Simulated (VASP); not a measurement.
# Sn3Bi2O3 (P4/nmm) in VASP: single point with PBE

Aim: the single point of Sn3Bi2O3 with PBE.

All numbers are computed with VASP 6.6.1; they aren't measurements. Logs are shortened: lines on timing, memory, paths and dates and some standing lists are left out, and cuts for length are marked.

## Step 1: The cell of the first run

It takes space group P4/nmm (No. 129, tetragonal). Conventional cell: a = 3.864 Å, b = 3.864 Å, c = 24.870 Å, α = 90.00°, β = 90.00°, γ = 90.00°. Within 3.0 Å of Sn (site symmetry 4mm) lie 4 O at 2.25 Å. Sn (site symmetry 4mm) has 4 O at 2.25 Å within 3.0 Å. Sn (site symmetry 4mm) has 4 O at 2.26 Å within 3.0 Å. Bi (site symmetry 4mm) has 8 Bi at 3.22 to 3.86 Å and 4 Sn at 4.09 Å within 4.2 Å. Within 4.2 Å of Bi (site symmetry 4mm) lie 12 Bi at 3.22 to 4.01 Å. O (site symmetry -4m2) has 4 Sn at 2.25 Å and 4 O at 2.73 Å within 3.0 Å. O (site symmetry 2mm) has 4 Sn at 2.25 to 2.26 Å and 4 O at 2.73 Å within 3.0 Å.

## Step 2: Single point, PBE

INCAR

```
SYSTEM = Sn3Bi2O3
ALGO = Normal ; EDIFF = 1E-6
ENCUT = 600 ; GGA = PE
GGA_COMPAT = .False. ; ISIF = 2
ISMEAR = 0 ; LASPH = .True.
LCHARG = .True. ; LELF = .True.
LREAL = .False. ; LVHAR = .True.
LWAVE = .False. ; NBANDS = 104
NELM = 120 ; PREC = Accurate
SIGMA = 0.2
```

KPOINTS

```
k-points
0
Gamma
  6 6 1
  0 0 0
```

POSCAR

```
Sn3Bi2O3
1.0
    3.8639140402      0.0000000000      0.0000000000
    0.0000000000      3.8639140402      0.0000000000
    0.0000000000      0.0000000000     24.8702970716
Sn Bi O
6 4 6
Direct
    0.0000000000      0.5000000000      0.0466753531
    0.5000000000      0.0000000000      0.9533246469
    0.0000000000      0.5000000000      0.8435161911
    0.5000000000      0.0000000000      0.7498643308
    0.5000000000      0.0000000000      0.1564838089
    0.0000000000      0.5000000000      0.2501356692
    0.0000000000      0.5000000000      0.6274544306
    0.5000000000      0.0000000000      0.5589292333
    0.5000000000      0.0000000000      0.3725455694
    0.0000000000      0.5000000000      0.4410707667
    0.5000000000      0.5000000000      0.0000000000
    0.0000000000      0.0000000000      0.0000000000
    0.5000000000      0.5000000000      0.7970302516
    0.0000000000      0.0000000000      0.7970302516
    0.0000000000      0.0000000000      0.2029697484
    0.5000000000      0.5000000000      0.2029697484
```

Potentials or basis: VASP PAW PBE potentials, release 64 (Sn_d, Bi_d, O).

On the command line:

```bash
> cat potpaw_PBE.64/Sn_d/POTCAR potpaw_PBE.64/Bi_d/POTCAR potpaw_PBE.64/O/POTCAR > POTCAR
> mpirun -np 1 vasp_std > vasp.out
```

OUTCAR:

```text
SYSTEM = Sn3Bi2O3
   EDIFF = 1E-6
   ENCUT = 600
   GGA = PE
   ISIF = 2
   ISMEAR = 0
   LASPH = .True.
   LREAL = .False.
   NELM = 120
   PREC = Accurate

 ion  position               nearest neighbor table
   1  0.000  0.500  0.047-  11 2.25  12 2.25  12 2.25  11 2.25   2 3.59   2 3.59   2 3.59   2 3.59

   2  0.500  0.000  0.953-  11 2.25  12 2.25  11 2.25  12 2.25   1 3.59   1 3.59   1 3.59   1 3.59

   3  0.000  0.500  0.844-  13 2.25  14 2.25  14 2.25  13 2.25   4 3.59   4 3.59   4 3.59   4 3.59

   4  0.500  0.000  0.750-  13 2.26  14 2.26  13 2.26  14 2.26   3 3.59   3 3.59   3 3.59   3 3.59

   5  0.500  0.000  0.156-  15 2.25  16 2.25  16 2.25  15 2.25   6 3.59   6 3.59   6 3.59   6 3.59

   6  0.000  0.500  0.250-  15 2.26  16 2.26  15 2.26  16 2.26   5 3.59   5 3.59   5 3.59   5 3.59

   7  0.000  0.500  0.627-   8 3.22   8 3.22   8 3.22   8 3.22
   8  0.500  0.000  0.559-   7 3.22   7 3.22   7 3.22   7 3.22
   9  0.500  0.000  0.373-  10 3.22  10 3.22  10 3.22  10 3.22
  10  0.000  0.500  0.441-   9 3.22   9 3.22   9 3.22   9 3.22
  11  0.500  0.500  0.000-   1 2.25   2 2.25   2 2.25   1 2.25
  12  0.000  0.000  0.000-   1 2.25   2 2.25   1 2.25   2 2.25
  13  0.500  0.500  0.797-   3 2.25   3 2.25   4 2.26   4 2.26
  14  0.000  0.000  0.797-   3 2.25   3 2.25   4 2.26   4 2.26
  15  0.000  0.000  0.203-   5 2.25   5 2.25   6 2.26   6 2.26
  16  0.500  0.500  0.203-   5 2.25   5 2.25   6 2.26   6 2.26

  LATTYP: Found a simple tetragonal cell.
 ALAT       =     3.8639140402
 C/A-ratio  =     6.4365554753

  Lattice vectors:

 A1 = (   3.8639140402,   0.0000000000,   0.0000000000)
 A2 = (   0.0000000000,   3.8639140402,   0.0000000000)
 A3 = (   0.0000000000,   0.0000000000,  24.8702970716)

Analysis of symmetry for initial positions (statically):
=====================================================================
 Subroutine PRICEL returns:
 Original cell was already a primitive cell.

 Routine SETGRP: Setting up the symmetry group for a
 simple tetragonal supercell.

 Subroutine GETGRP returns: Found 16 space group operations
 (whereof  8 operations were pure point group operations)
 out of a pool of 16 trial point group operations.

The static configuration has the point symmetry D_2d.
 The point group associated with its full space group is D_4h.

Analysis of symmetry for dynamics (positions and initial velocities):
=====================================================================
 Subroutine PRICEL returns:
 Original cell was already a primitive cell.

 Routine SETGRP: Setting up the symmetry group for a
 simple tetragonal supercell.

 Subroutine GETGRP returns: Found 16 space group operations
 (whereof  8 operations were pure point group operations)
 out of a pool of 16 trial point group operations.

The dynamic configuration has the point symmetry D_2d.
 The point group associated with its full space group is D_4h.

 Subroutine INISYM returns: Found 16 space group operations
 (whereof  8 operations are pure point group operations),
 and found     1 'primitive' translations

----------------------------------------------------------------------------------------

                                     Primitive cell

  volume of cell :     371.3093

  direct lattice vectors                    reciprocal lattice vectors
     3.863914040  0.000000000  0.000000000     0.258804929  0.000000000  0.000000000
     0.000000000  3.863914040  0.000000000     0.000000000  0.258804929  0.000000000
     0.000000000  0.000000000 24.870297072     0.000000000  0.000000000  0.040208607

  length of vectors
     3.863914040  3.863914040 24.870297072     0.258804929  0.258804929  0.040208607

  position of ions in fractional coordinates (direct lattice)
     0.000000000  0.500000000  0.046675353
     0.500000000  0.000000000  0.953324647
     0.000000000  0.500000000  0.843516191
     0.500000000  0.000000000  0.749864331
     0.500000000  0.000000000  0.156483809
     0.000000000  0.500000000  0.250135669
[... 8 lines left out ...]
     0.000000000  0.000000000  0.202969748
     0.500000000  0.500000000  0.202969748

  ion indices of the primitive-cell ions
   primitive index   ion index
                 1           1
                 2           2
                 3           3
                 4           4
                 5           5
                 6           6
[... 8 lines left out ...]
                15          15
                16          16

----------------------------------------------------------------------------------------

 KPOINTS: k-points

Automatic generation of k-mesh.
 Grid dimensions read from file:
 generate k-points for:    6    6    1

 Generating k-lattice:

  Cartesian coordinates                     Fractional coordinates (reciprocal lattice)
     0.043134155  0.000000000  0.000000000     0.166666667  0.000000000  0.000000000
     0.000000000  0.043134155  0.000000000     0.000000000  0.166666667  0.000000000
     0.000000000  0.000000000  0.040208607     0.000000000  0.000000000  1.000000000

  Length of vectors
     0.043134155  0.043134155  0.040208607

  Shift w.r.t. Gamma in fractional coordinates (k-lattice)
     0.000000000  0.000000000  0.000000000

 Subroutine IBZKPT returns following result:
 ===========================================

 Found     10 irreducible k-points:

 Following reciprocal coordinates:
            Coordinates               Weight
  0.000000  0.000000  0.000000      1.000000
  0.166667  0.000000  0.000000      4.000000
  0.333333  0.000000  0.000000      4.000000
  0.500000  0.000000  0.000000      2.000000
  0.166667  0.166667  0.000000      4.000000
  0.333333  0.166667  0.000000      8.000000
  0.500000  0.166667  0.000000      4.000000
  0.333333  0.333333  0.000000      4.000000
  0.500000  0.333333  0.000000      4.000000
  0.500000  0.500000  0.000000      1.000000
   k-points           NKPTS =     10   k-points in BZ     NKDIM =     10   number of bands    NBANDS=    104
   number of dos      NEDOS =    301   number of ions     NIONS =     16
   total plane-waves  NPLWV = 204800
   dimension x,y,z NGX =    32 NGY =   32 NGZ =  200
   dimension x,y,z NGXF=    64 NGYF=   64 NGZF=  400
   ions per type =               6   4   6
   NGX,Y,Z   is equivalent  to a cutoff of  13.77, 13.77, 13.37 a.u.
   NGXF,Y,Z  is equivalent  to a cutoff of  27.54, 27.54, 26.74 a.u.
 SYSTEM =  Sn3Bi2O3
   PREC   = accura    normal or accurate (medium, high low for compatibility)
   ISTART =      0    job   : 0-new  1-cont  2-samecut
   ICHARG =      2    charge: 1-file 2-atom 10-const
   ISPIN  =      1    spin polarized calculation?
   LNONCOLLINEAR =      F non collinear calculations
   LSORBIT =      F    spin-orbit coupling
   LASPH  =      T    aspherical Exc in radial PAW
   ENCUT  =  600.0 eV  44.10 Ry    6.64 a.u.   7.72  7.72 49.67*2*pi/ulx,y,z
   NELM   =    120;   NELMIN=  2; NELMDL= -5     # of ELM steps
   EDIFF  = 0.1E-05   stopping-criterion for ELM
   LREAL  =      F    real-space projection
   EDIFFG = 0.1E-04   stopping-criterion for IOM
   NSW    =      0    number of steps for IOM
   IBRION =     -1    ionic relax: 0-MD 1-quasi-New 2-CG
   NFREE  =      0    steps in history (QN), initial steepest desc. (CG)
   ISIF   =      2    stress and relaxation
   ISYM   =      2    0-nonsym 1-usesym 2-fastsym
   POTIM  = 0.5000    time-step for ionic-motion
   TEBEG  =    0.0;   TEEND  =   0.0 temperature during run
   PSTRESS=    0.0 pullay stress
   NELECT =     180.0000    total number of electrons
   NUPDOWN=      -1.0000    fix difference up-down
   EMIN   =  10.00;   EMAX   =-10.00  energy-range for DOS
   EFERMI =   0.00;   METHOD = LEGACY
   ISMEAR =     0;   SIGMA  =   0.20  broadening in eV -4-tet -1-fermi 0-gaus
   EFERMI_NEDOS =   21; number of points for ismear=-14 and -15
   IALGO  =     38    algorithm
   IMIX   =      4    mixing-type and parameters
     AMIX     =   0.40;   BMIX     =  1.00
     AMIX_MAG =   1.60;   BMIX_MAG =  1.00
  volume/ion in A,a.u.               =      23.21       156.61
  Fermi-wavevector in a.u.,A,eV,Ry     =   1.286038  2.430259 22.502580  1.653893
  Thomas-Fermi vector in A             =   2.418136
   LORBIT       =      0    0 simple, 1 ext, 2 COOP (PROOUT), +10 PAW based schemes
   GGA     = PE    functional components
   LHFCALC =     F    Hartree Fock is set to
   AEXX    =    0.0000 exact exchange contribution
   IVDW    =     0    specifies the selected vdW correction
   LEPSILON=     F    determine dielectric tensor
   LRPA    =     F    only Hartree local field effects (RPA)
 non-spin polarized calculation
 Gauss-broadening in eV      SIGMA  =   0.20
  energy-cutoff  :      600.00
  volume of cell :      371.31
 maximum number of plane-waves:     12420
 NGX is ok and might be reduce to    32
   NGX = 15   NGY = 15   NGZ = 99

 number of electron     179.9999995 magnetization

 Free energy of the ion-electron system (eV)
  ---------------------------------------------------
  ext. energy  EPLUGINS =         0.00000000
  ---------------------------------------------------
  free energy    TOTEN  =       -82.84993660 eV

  energy without entropy =      -82.77707619  energy(sigma->0) =      -82.81350640

 E-fermi :   6.1289     XC(G=0):  -9.6870

 val. band max:        6.1080342209   @ k =   0.3333   0.3333   0.0000
 cond. band min:       6.1512282640   @ k =   0.5000   0.1667   0.0000
 fundamental gap:      0.0431940431
 Fermi energy:         6.1289335028

 k-point     1 :       0.0000    0.0000    0.0000
  band No.  band energies     occupation
      1     -16.7340      2.00000
      2     -16.7281      2.00000
      3     -16.7110      2.00000
      4     -16.7061      2.00000
      5     -16.6684      2.00000
      6     -16.6684      2.00000
[... 94 lines left out ...]
    101      10.0592      0.00000
    102      10.2427      0.00000

 k-point     2 :       0.1667    0.0000    0.0000
  band No.  band energies     occupation
      1     -16.7218      2.00000
      2     -16.7172      2.00000
      3     -16.7162      2.00000
      4     -16.7159      2.00000
      5     -16.6754      2.00000
      6     -16.6699      2.00000
[... 829 lines left out ...]
    101       9.0376      0.00000
    102       9.0376      0.00000

 k-point    10 :       0.5000    0.5000    0.0000
  band No.  band energies     occupation
      1     -16.7058      2.00000
      2     -16.7058      2.00000
      3     -16.6857      2.00000
      4     -16.6857      2.00000
      5     -16.6791      2.00000
      6     -16.6791      2.00000
[... 94 lines left out ...]
    101       8.9505      0.00000
    102       8.9505      0.00000
 [bands above 102 left out]

------------------------ aborting loop because EDIFF is reached ----------------------------------------

  FORCE on cell =-STRESS in cart. coord.  units (eV):
  Direction    XX          YY          ZZ          XY          YZ          ZX
  --------------------------------------------------------------------------------------
  -------------------------------------------------------------------------------------
  Total        0.0710959      0.0710959      0.2211140      0.0000000      0.0000000      0.0000000
  in kB        0.3067747      0.3067747      0.9540936      0.0000000      0.0000000      0.0000000
  external PRESSURE =       0.5225477 kB  Pullay stress =       0.0000000 kB

 VOLUME and BASIS-vectors are now :
 -----------------------------------------------------------------------------
  energy-cutoff  :      600.00
  volume of cell :      371.31
      direct lattice vectors                 reciprocal lattice vectors
     3.863914040  0.000000000  0.000000000     0.258804929  0.000000000  0.000000000
     0.000000000  3.863914040  0.000000000     0.000000000  0.258804929  0.000000000
     0.000000000  0.000000000 24.870297072     0.000000000  0.000000000  0.040208607

 POSITION                                       TOTAL-FORCE (eV/Angst)
 -----------------------------------------------------------------------------------
      0.00000      1.93196      1.16083         0.000000      0.000000      0.085475
      1.93196      0.00000     23.70947        -0.000000      0.000000     -0.085475
      0.00000      1.93196     20.97850         0.000000      0.000000      0.068208
      1.93196      0.00000     18.64935        -0.000000      0.000000     -0.126440
      1.93196      0.00000      3.89180        -0.000000      0.000000     -0.068208
      0.00000      1.93196      6.22095         0.000000      0.000000      0.126440
[... 8 lines left out ...]
      0.00000      0.00000      5.04792         0.000000      0.000000     -0.020427
      1.93196      1.93196      5.04792         0.000000      0.000000     -0.020427
 -----------------------------------------------------------------------------------
    total drift:                                0.000000      0.000000      0.000000

  FREE ENERGIE OF THE ION-ELECTRON SYSTEM (eV)
  ---------------------------------------------------
  free  energy   TOTEN  =       -82.8499366046 eV

  energy  without entropy=      -82.7770761880  energy(sigma->0) =      -82.81350640
```

Wall time 26 min (1 thread of Intel Xeon 8259CL, shared host); peak memory 0.71 GiB.

What came out:

```
Free energy            : -82.8499 eV
Pressure               : 0.1 GPa
Largest force          : 0.126 eV/Å
Band gap on the k mesh : zero (bands 90 and 91 overlap by 1.32 eV)
```

Forces in eV/Å, atoms in the order of the input:
```
Sn   0.000  0.000  0.085
Sn   0.000  0.000 -0.085
Sn   0.000  0.000  0.068
Sn   0.000  0.000 -0.126
Sn   0.000  0.000 -0.068
Sn   0.000  0.000  0.126
Bi   0.000  0.000  0.067
Bi   0.000  0.000 -0.093
Bi   0.000  0.000 -0.067
Bi   0.000  0.000  0.093
O    0.000  0.000  0.000
O    0.000  0.000  0.000
O    0.000  0.000  0.020
O    0.000  0.000  0.020
O    0.000  0.000 -0.020
O    0.000  0.000 -0.020
```

Caveat: spin-orbit coupling is left out, which moves the levels of the heavy elements.

The gap in the log of VASP goes by the Fermi energy; the results here count the filled bands.